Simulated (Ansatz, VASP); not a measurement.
One calculation of MnS, two programs

```xyz
2
Lattice="0.0000 2.7646 2.7646 2.7646 0.0000 2.7646 2.7646 2.7646 0.0000" Properties=species:S:1:pos:R:3 pbc="T T T"
Mn    0.0000    0.0000    0.0000
S     4.1469    4.1469    4.1469
```

Alike in both runs: task single point; functional PBE; k mesh 14 × 14 × 14; occupations gaussian, width 0.1 eV; collinear spin.

```csv
,VASP,Ansatz
version,VASP 6.6.1,Ansatz 0.2.0
potentials or method,"VASP PAW PBE potentials, release 64 (Mn_pv, S), cutoff 520 eV","scalar-relativistic, plane waves, PAW"
valence electrons in the cell,19,21
```

```tsv
	VASP	Ansatz	Ansatz less VASP
gap on the k mesh at the Fermi level (eV)	none	none	-
pressure (GPa)	2.7	2.6	-0.06
net moment per atom (μB)	2.40	2.40	-0.001
size of the moment on the site where the two differ most (μB)	4.25	4.05	-0.190
```

Site moments also hang on the region over which each program counts them. A gap of «none» marks a metal or a gap that the smearing closes. With one functional, cell and mesh, what is left measures potentials, basis and numerics. VASP's potentials hold 19 valence electrons a cell and Ansatz's 21, so a difference there can come from the potentials and not from the codes.
